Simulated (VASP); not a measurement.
# Mg3S2O (P6/mmm) in VASP: single point with PBE

Aim: the single point of Mg3S2O with PBE.

Program: VASP 6.6.1. These are calculated values, not measurements. Logs are shortened: lines on timing, memory, paths and dates and some standing lists are left out, and cuts for length are marked.

## 1. The cell of the first run

The structure is hexagonal, space group P6/mmm (No. 191). The conventional cell has a = 5.945 Å, b = 5.945 Å, c = 3.217 Å, α = 90.00°, β = 90.00°, γ = 120.00°. Mg (site symmetry mmm) has 4 S at 2.35 Å and 6 Mg at 2.97 to 3.22 Å and 4 O at 3.38 Å within 3.4 Å. Within 3.3 Å of S (site symmetry -6m2) lie 6 Mg at 2.35 Å and 2 S at 3.22 Å. O (site symmetry 6/mmm) has 2 O at 3.22 Å and 12 Mg at 3.38 Å and 6 S at 3.43 Å within 4.2 Å.

The cell was built from a structure type or drawn by symmetry, and may not be a known phase.

## 2. Single point, PBE

File INCAR:

```
SYSTEM = Mg3S2O
PREC = Accurate ; ENCUT = 520
EDIFF = 1E-6 ; ISMEAR = 0
SIGMA = 0.1 ; LREAL = .FALSE.
LASPH = .TRUE. ; NELM = 60
ALGO = Normal ; ISIF = 2
LWAVE = .FALSE. ; LCHARG = .FALSE.
GGA = PE ; NBANDS = 21
```

File KPOINTS:

```
Automatic mesh
0
G
  3 3 6
  0 0 0
```

File POSCAR:

```
Mg3S2O
1.0
    5.9453004400      0.0000000000      0.0000000000
   -2.9726502200      5.1487812100      0.0000000000
    0.0000000000      0.0000000000      3.2173680800
Mg S O
3 2 1
Direct
    0.5000000000      0.0000000000      0.5000000000
    0.5000000000      0.5000000000      0.5000000000
    0.0000000000      0.5000000000      0.5000000000
    0.3333333300      0.6666666700      0.0000000000
    0.6666666700      0.3333333300      0.0000000000
    0.0000000000      0.0000000000      0.0000000000
```

Potentials or basis: VASP PAW PBE potentials, release 64 (Mg, S, O).

Launch:

```
$ cat potpaw_PBE.64/Mg/POTCAR potpaw_PBE.64/S/POTCAR potpaw_PBE.64/O/POTCAR > POTCAR
$ mpirun -np 1 vasp_std > vasp.out
```

OUTCAR:

```text
SYSTEM = Mg3S2O
   PREC = Accurate
   ENCUT = 520
   EDIFF = 1E-6
   ISMEAR = 0
   LREAL = .FALSE.
   LASPH = .TRUE.
   NELM = 60
   ISIF = 2
   GGA = PE

 ion  position               nearest neighbor table
   1  0.500  0.000  0.500-   4 2.35   5 2.35   4 2.35   5 2.35   2 2.97   3 2.97   2 2.97   3 2.97

   2  0.500  0.500  0.500-   4 2.35   5 2.35   4 2.35   5 2.35   1 2.97   1 2.97   3 2.97   3 2.97

   3  0.000  0.500  0.500-   4 2.35   5 2.35   4 2.35   5 2.35   1 2.97   1 2.97   2 2.97   2 2.97

   4  0.333  0.667  0.000-   1 2.35   1 2.35   3 2.35   3 2.35   2 2.35   2 2.35
   5  0.667  0.333  0.000-   1 2.35   1 2.35   3 2.35   3 2.35   2 2.35   2 2.35
   6  0.000  0.000  0.000-

  LATTYP: Found a hexagonal cell.
 ALAT       =     5.9453004400
 C/A-ratio  =     0.5411615632

  Lattice vectors:

 A1 = (   5.9453004400,   0.0000000000,   0.0000000000)
 A2 = (  -2.9726502200,   5.1487812100,   0.0000000000)
 A3 = (   0.0000000000,   0.0000000000,   3.2173680800)

Analysis of symmetry for initial positions (statically):
=====================================================================
 Subroutine PRICEL returns:
 Original cell was already a primitive cell.

 Routine SETGRP: Setting up the symmetry group for a
 hexagonal supercell.

 Subroutine GETGRP returns: Found 24 space group operations
 (whereof 24 operations were pure point group operations)
 out of a pool of 24 trial point group operations.

The static configuration has the point symmetry D_6h.

Analysis of symmetry for dynamics (positions and initial velocities):
=====================================================================
 Subroutine PRICEL returns:
 Original cell was already a primitive cell.

 Routine SETGRP: Setting up the symmetry group for a
 hexagonal supercell.

 Subroutine GETGRP returns: Found 24 space group operations
 (whereof 24 operations were pure point group operations)
 out of a pool of 24 trial point group operations.

The dynamic configuration has the point symmetry D_6h.

 Subroutine INISYM returns: Found 24 space group operations
 (whereof 24 operations are pure point group operations),
 and found     1 'primitive' translations

----------------------------------------------------------------------------------------

                                     Primitive cell

  volume of cell :      98.4870

  direct lattice vectors                    reciprocal lattice vectors
     5.945300440  0.000000000  0.000000000     0.168200078  0.097110361  0.000000000
    -2.972650220  5.148781210  0.000000000     0.000000000  0.194220721  0.000000000
     0.000000000  0.000000000  3.217368080     0.000000000  0.000000000  0.310813054
[... 85 lines left out ...]
   ISIF   =      2    stress and relaxation
   ISYM   =      2    0-nonsym 1-usesym 2-fastsym
   POTIM  = 0.5000    time-step for ionic-motion
   TEBEG  =    0.0;   TEEND  =   0.0 temperature during run
   PSTRESS=    0.0 pullay stress
   NELECT =      24.0000    total number of electrons
   NUPDOWN=      -1.0000    fix difference up-down
   EMIN   =  10.00;   EMAX   =-10.00  energy-range for DOS
   EFERMI =   0.00;   METHOD = LEGACY
   ISMEAR =     0;   SIGMA  =   0.10  broadening in eV -4-tet -1-fermi 0-gaus
   EFERMI_NEDOS =   21; number of points for ismear=-14 and -15
   IALGO  =     38    algorithm
   IMIX   =      4    mixing-type and parameters
     AMIX     =   0.40;   BMIX     =  1.00
     AMIX_MAG =   1.60;   BMIX_MAG =  1.00
  volume/ion in A,a.u.               =      16.41       110.77
  Fermi-wavevector in a.u.,A,eV,Ry     =   1.022552  1.932344 14.226435  1.045613
  Thomas-Fermi vector in A             =   2.156238
   LORBIT       =      0    0 simple, 1 ext, 2 COOP (PROOUT), +10 PAW based schemes
   GGA     = PE    functional components
   LHFCALC =     F    Hartree Fock is set to
   AEXX    =    0.0000 exact exchange contribution
   IVDW    =     0    specifies the selected vdW correction
   LEPSILON=     F    determine dielectric tensor
   LRPA    =     F    only Hartree local field effects (RPA)
 non-spin polarized calculation
 Gauss-broadening in eV      SIGMA  =   0.10
  energy-cutoff  :      520.00
  volume of cell :       98.49
 maximum number of plane-waves:      2676
 NGX is ok and might be reduce to    48
   NGX = 23   NGY = 23   NGZ = 11

 number of electron      23.9999998 magnetization

 Free energy of the ion-electron system (eV)
  ---------------------------------------------------
  ext. energy  EPLUGINS =         0.00000000
  ---------------------------------------------------
  free energy    TOTEN  =       -20.16030209 eV

  energy without entropy =      -20.14835133  energy(sigma->0) =      -20.15432671

 E-fermi :   4.9863     XC(G=0):  -9.4543

 val. band max:        4.8984165040   @ k =   0.3333   0.0000   0.5000
 cond. band min:       4.9916378721   @ k =   0.3333   0.3333   0.0000
 fundamental gap:      0.0932213681
 Fermi energy:         4.9863437301

 k-point     1 :       0.0000    0.0000    0.0000
  band No.  band energies     occupation
      1     -11.3568      2.00000
      2     -10.1704      2.00000
      3     -10.1596      2.00000
      4      -2.2707      2.00000
      5      -2.2707      2.00000
      6      -0.2642      2.00000
[... 277 lines left out ...]
     20      11.7900      0.00000
     21      11.9413      0.00000

------------------------ aborting loop because EDIFF is reached ----------------------------------------

  FORCE on cell =-STRESS in cart. coord.  units (eV):
  Direction    XX          YY          ZZ          XY          YZ          ZX
  --------------------------------------------------------------------------------------
  -------------------------------------------------------------------------------------
  Total        7.6234230      7.6234230     11.2033719      0.0000000     -0.0000000      0.0000000
  in kB      124.0171104    124.0171102    182.2553736      0.0000000     -0.0000000      0.0000000
  external PRESSURE =     143.4298647 kB  Pullay stress =       0.0000000 kB

 VOLUME and BASIS-vectors are now :
 -----------------------------------------------------------------------------
  energy-cutoff  :      520.00
  volume of cell :       98.49
      direct lattice vectors                 reciprocal lattice vectors
     5.945300440  0.000000000  0.000000000     0.168200078  0.097110361  0.000000000
    -2.972650220  5.148781210  0.000000000     0.000000000  0.194220721  0.000000000
     0.000000000  0.000000000  3.217368080     0.000000000  0.000000000  0.310813054

 POSITION                                       TOTAL-FORCE (eV/Angst)
 -----------------------------------------------------------------------------------
      2.97265      0.00000      1.60868         0.000000      0.000000      0.000000
      1.48633      2.57439      1.60868         0.000000      0.000000      0.000000
     -1.48633      2.57439      1.60868         0.000000      0.000000      0.000000
     -0.00000      3.43252      0.00000         0.000000      0.000000      0.000000
      2.97265      1.71626      0.00000        -0.000000      0.000000      0.000000
      0.00000      0.00000      0.00000         0.000000      0.000000      0.000000
 -----------------------------------------------------------------------------------
    total drift:                               -0.000000      0.000000     -0.000000

  FREE ENERGIE OF THE ION-ELECTRON SYSTEM (eV)
  ---------------------------------------------------
  free  energy   TOTEN  =       -20.1603020918 eV

  energy  without entropy=      -20.1483513259  energy(sigma->0) =      -20.15432671
```

stdout:

```text
POSCAR found type information on POSCAR MgS O
 POSCAR found :  3 types and       6 ions
 scaLAPACK will be used
 LDA part: xc-table for (Slater+PW92), standard interpolation
 POSCAR, INCAR and KPOINTS ok, starting setup
 FFT: planning ... GRIDC
 FFT: planning ... GRID_SOFT
 FFT: planning ... GRID
 WAVECAR not read
 entering main loop
```

It took 15 s on 1 thread of Intel Xeon 6975P-C (Granite Rapids), shared host; peak memory 0.23 GiB.

What came out:

| Item | Value |
| --- | --- |
| Free energy | -20.1603 eV |
| Pressure | 14.3 GPa |
| Band gap on the k mesh | zero (bands 12 and 13 overlap by 0.13 eV) |

Stress tensor (GPa, compression positive):
```
12.40  0.00  0.00
 0.00 12.40  0.00
 0.00  0.00 18.23
```

Caveat: the k points lie up to 0.41 Å⁻¹ apart; semilocal functionals underestimate gaps, so a narrow gap can read as zero.
